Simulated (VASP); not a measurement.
A run of VASP 6.6.1 is set up as follows.

The input INCAR:

```
PREC = Accurate
ENCUT = 520
EDIFF = 1E-7
ISMEAR = 0
SIGMA = 0.01
LREAL = Auto
LASPH = True
NELM = 80
ALGO = Normal
ISIF = 2
LWAVE = False
LCHARG = False
GGA = PE
NBANDS = 86
```

KPOINTS

```
Automatic mesh
0
Gamma
  4 4 4
```

The input POSCAR:

```
GaN
1.0
    0.0000000000      0.0000000000     -5.2431684262
    6.4367416346      0.0000000001      0.0000000000
   -3.2183708173     -5.5743817732      0.0000000000
Ga N
8 8
Direct
    0.5008651352      0.1666666667      0.3333333333
    0.5008651352      0.6666666667      0.3333333333
    0.5008651352      0.1666666667      0.8333333333
    0.5008651352      0.6666666667      0.8333333333
    0.0008651352      0.8333333333      0.1666666667
    0.0008651352      0.3333333333      0.1666666667
    0.0008651352      0.8333333333      0.6666666667
    0.0008651352      0.3333333333      0.6666666667
    0.1241348648      0.1666666667      0.3333333333
    0.1241348648      0.6666666667      0.3333333333
    0.1241348648      0.1666666667      0.8333333333
    0.1241348648      0.6666666667      0.8333333333
    0.6241348648      0.8333333333      0.1666666667
    0.6241348648      0.3333333333      0.1666666667
    0.6241348648      0.8333333333      0.6666666667
    0.6241348648      0.3333333333      0.6666666667
```

Potentials or basis: VASP PAW PBE potentials, release 64 (Ga_d, N).

Launch:

```bash
$ cat potpaw_PBE.64/Ga_d/POTCAR potpaw_PBE.64/N/POTCAR > POTCAR
$ mpirun -np 1 vasp_std > vasp.out
```

Task: Estimate the band gap on the k mesh.

Result: 1.72 eV.

Task: Estimate the pressure.

Result: 0.1 GPa.
